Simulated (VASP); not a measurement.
Runs of VASP 6.6.1 on ZnSe (Stilleite). The structure is that of space group F-43m (No. 216), or close to it. The cells are those of the table. 

| task | cell | gap on the mesh (eV) | pressure (GPa) |
| --- | --- | --- | --- |
| single point | a = 4.034 Å, angles 60.0°, 2 atoms | 1.21 | 1.1 |
| single point | a = 3.981 Å, angles 60.0°, 2 atoms | 1.37 | (b) |
| single point | a = 4.048, b = 4.048, c = 4.008 Å, angles 60.3, 60.3, 59.3°, 2 atoms | 1.19 | 1.1 |
| single point | a = 4.060 Å, angles 60.0°, 2 atoms | 1.13 | -0.1 |
| relaxation of the atoms | atoms relaxed from a = 4.008 Å, angles 60.0°, 2 atoms | 1.29 | 2.4 |
| single point | a = 3.953 Å, angles 60.0°, 2 atoms | 1.46 | (c) |
| relaxation of the atoms | atoms relaxed from a = 4.060 Å, angles 60.0°, 2 atoms | 1.13 | -0.1 |
| single point | a = 3.926 Å, angles 60.0°, 2 atoms | (a) | 7.1 |

Alike in all rows: level PBE; potentials or basis VASP PAW PBE potentials, release 64 (Zn, Se); no spin polarisation; k mesh 13 × 13 × 13; cutoff (eV) 520; smearing fermi-dirac 0.02 eV.

**Question.** Estimate the missing entries.

**Answer.** (a) 1.55; (b) 3.7; (c) 5.3.

Caveats: the relaxation stopped at its first step, so nothing moved (some runs).

A k mesh can miss the band edges, and the runs leave out spin-orbit coupling on Se.
